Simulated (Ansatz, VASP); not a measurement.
## Two plane-wave programs on Sr

File INCAR:

```
PREC = Accurate
ENCUT = 520
EDIFF = 1E-6
ISMEAR = 0
SIGMA = 0.15
LREAL = F
LASPH = T
NELM = 80
ALGO = Fast
ISIF = 2
LWAVE = F
LCHARG = F
NBANDS = 17
```

File KPOINTS:

```
Automatic mesh
0
Gamma
  12 12 8
```

The input POSCAR:

```
Sr
1.0
    4.2940391435      0.0000000000      0.0000000000
   -2.1470195718      3.5528298300      0.0000000000
    0.0000000000      0.0000000000      6.7154259278
Sr
2
Direct
    0.1627037756      0.6666666667      0.2500000000
    0.8372962244      0.3333333333      0.7500000000
```

Input for Ansatz:

```yaml
crystal:
  lattice:
    - [4.2940391435, 0.0, 0.0]
    - [-2.1470195718, 3.55282983, 0.0]
    - [0.0, 0.0, 6.7154259278]
  atoms:
    - { symbol: Sr, position: [0.1627037756, 0.6666666667, 0.25] }
    - { symbol: Sr, position: [0.8372962244, 0.3333333333, 0.75] }
basis:
  ecutwfc: 420
kpoints:
  mp_grid: { grid: [12, 12, 8] }
hamiltonian:
  xc: lda
scf:
  occupations: { method: gaussian, width: 0.15 }
output:
  forces: true
  stress: true
  eigenvalues: true
```

Change from the starting cell: mode 4 frozen in at -0.700 Å, normal strain along x +0.0467.

Alike in both runs: task single point; functional LDA; k mesh 12 × 12 × 8; occupations gaussian, width 0.15 eV; no spin polarisation.

|  | VASP | Ansatz |
| --- | --- | --- |
| version | VASP 6.6.1 | Ansatz 0.2.0 |
| potentials or method | VASP PAW LDA potentials, release 64 (Sr_sv), cutoff 520 eV | scalar-relativistic, plane waves, PAW |
| valence electrons in the cell | 20 | 20 |

Ansatz gave:

| Item | Value |
| --- | --- |
| gap on the k mesh at the Fermi level (eV) | none |
| pressure (GPa) | -0.4 |
| traceless stress, the component that is largest in VASP (GPa) | 2.33 |
| rms of the force components (eV/Å) | 0.262 |

Task: Estimate VASP's values.

Result: gap on the k mesh at the Fermi level (eV): none; pressure (GPa): -0.4; traceless stress, the component that is largest in VASP (GPa): 2.34; rms of the force components (eV/Å): 0.262.

LDA's correlation is that of Perdew and Zunger in VASP and of Perdew and Wang (1992) in Ansatz. Atom by atom the forces differ by 0.000 eV/Å (rms over components). A gap of «none» marks a metal or a gap that the smearing closes.
